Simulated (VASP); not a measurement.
Si2C:

```xyz
6
Lattice="3.2034 0.0000 0.0000 -1.6017 2.7742 0.0000 0.0000 0.0000 8.9294" Properties=species:S:1:pos:R:3 pbc="T T T"
C     0.0000    0.0000    8.1179
C     0.0000    0.0000    0.8115
Si    1.6017    0.9247    5.1201
Si    0.0000    1.8495    1.4619
Si    1.6017    0.9247    7.4675
Si    0.0000    1.8495    3.8094
```

| Quantity | Value |
| --- | --- |
| Program | VASP 6.6.1 |
| Task | relaxation of cell and atoms |
| Functional | r2SCAN |
| Potentials or basis | VASP PAW PBE potentials, release 64 (C, Si) |
| Cutoff | 600 eV |
| k mesh | 12 × 12 × 4 |
| Occupations | fermi-dirac, width 0.02 eV |
| Spin | no spin polarisation |

At the start: pressure -2.1 GPa; volume 13.23 Å³/atom.

Task: How do energy, volume and symmetry change on relaxing?

Result: Over 15 steps the energy falls by 2.4 meV/atom and the volume is 13.14 Å³/atom (-0.6 %); space group P-3m1 (No. 164, to 0.1 Å) before and after.

Step by step:
```tsv
step	energy change (eV)	largest force (eV/Å)	pressure (GPa)	volume (Å³)
1	0.0000	0.2384	-2.07	79.35
2	-0.0016	0.2390	2.42	77.41
3	-0.0097	0.1149	0.21	78.33
4	-0.0112	0.0746	0.13	78.36
5	-0.0113	0.0882	0.11	78.37
6	-0.0122	0.0671	0.10	78.48
7	-0.0137	0.0594	0.04	78.81
8	-0.0136	0.0475	0.06	78.75
9	-0.0137	0.0541	0.05	78.78
10	-0.0139	0.0632	0.00	78.90
11	-0.0140	0.0467	0.02	78.86
12	-0.0141	0.0205	-0.02	78.86
13	-0.0141	0.0161	-0.03	78.87
14	-0.0141	0.0161	-0.03	78.87
15	-0.0141	0.0044	0.02	78.85
```

Final structure:
```cif
data_structure
_symmetry_space_group_name_H-M 'P 1'
_symmetry_Int_Tables_number 1
_cell_length_a 3.2101
_cell_length_b 3.2101
_cell_length_c 8.8352
_cell_angle_alpha 90.000
_cell_angle_beta 90.000
_cell_angle_gamma 120.000
_cell_volume 78.85
loop_
_atom_site_label
_atom_site_type_symbol
_atom_site_fract_x
_atom_site_fract_y
_atom_site_fract_z
_atom_site_occupancy
C1 C 0.00000 0.00000 0.90745 1
C2 C 0.00000 0.00000 0.09255 1
Si1 Si 0.66667 0.33333 0.57093 1
Si2 Si 0.33333 0.66667 0.16482 1
Si3 Si 0.66667 0.33333 0.83518 1
Si4 Si 0.33333 0.66667 0.42907 1
```

Caveat: the PAW data sets were made with another functional, which shifts forces and pressure a little.
